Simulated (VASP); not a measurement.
Input of a VASP 6.6.1 run:

File INCAR:

```
SYSTEM = CdIn2O4
PREC = Accurate
ENCUT = 600
EDIFF = 1E-6
ISMEAR = -1
SIGMA = 0.02
LREAL = .FALSE.
LASPH = .TRUE.
NELM = 120
ALGO = Normal
ISIF = 2
LWAVE = .FALSE.
LCHARG = .TRUE.
GGA = CA
LELF = .TRUE.
LVHAR = .TRUE.
NBANDS = 75
GGA_COMPAT = .FALSE.
```

File KPOINTS:

```
regular mesh
0
G
  4 4 4
  0 0 0
```

File POSCAR:

```
CdIn2O4
1.0
    0.0000000000      4.5462786076      4.5462786076
    4.5462786076      0.0000000000      4.5462786076
    4.5462786076      4.5462786076      0.0000000000
Cd In O
2 4 8
Direct
    0.0000000000      0.0000000000      0.0000000000
    0.2500000000      0.2500000000      0.2500000000
    0.6250000000      0.6250000000      0.6250000000
    0.1250000000      0.6250000000      0.6250000000
    0.6250000000      0.6250000000      0.1250000000
    0.6250000000      0.1250000000      0.6250000000
    0.8624623976      0.8624623976      0.8624623976
    0.8373871928      0.3875376024      0.3875376024
    0.8624623976      0.8624623976      0.4126128072
    0.3875376024      0.8373871928      0.3875376024
    0.4126128072      0.8624623976      0.8624623976
    0.3875376024      0.3875376024      0.3875376024
    0.8624623976      0.4126128072      0.8624623976
    0.3875376024      0.3875376024      0.8373871928
```

Potentials or basis: VASP PAW LDA potentials, release 64 (Cd, In_d, O).

Run with:

```console
$ cat potpaw_LDA.64/Cd/POTCAR potpaw_LDA.64/In_d/POTCAR potpaw_LDA.64/O/POTCAR > POTCAR
$ mpirun -np 1 vasp_std > vasp.out
```

Task: Predict the band gap on the k mesh.

Result: 1.09 eV (least direct gap 1.14 eV).

Task: Estimate the pressure.

Result: 0.9 GPa.

Task: Estimate the largest force.

Result: 0.050 eV/Å.

Forces on the atoms (eV/Å):
```
Cd   0.000  0.000  0.000
Cd   0.000  0.000  0.000
In   0.000  0.000  0.000
In   0.000  0.000  0.000
In   0.000  0.000  0.000
In   0.000  0.000  0.000
O   -0.029 -0.029 -0.029
O    0.029 -0.029 -0.029
O    0.029  0.029 -0.029
O   -0.029  0.029 -0.029
O   -0.029  0.029  0.029
O    0.029  0.029  0.029
O    0.029 -0.029  0.029
O   -0.029 -0.029  0.029
```

Caveat: spin-orbit coupling is left out, which moves the levels of the heavy elements. As with any semilocal functional, this LDA gap is likely too small.
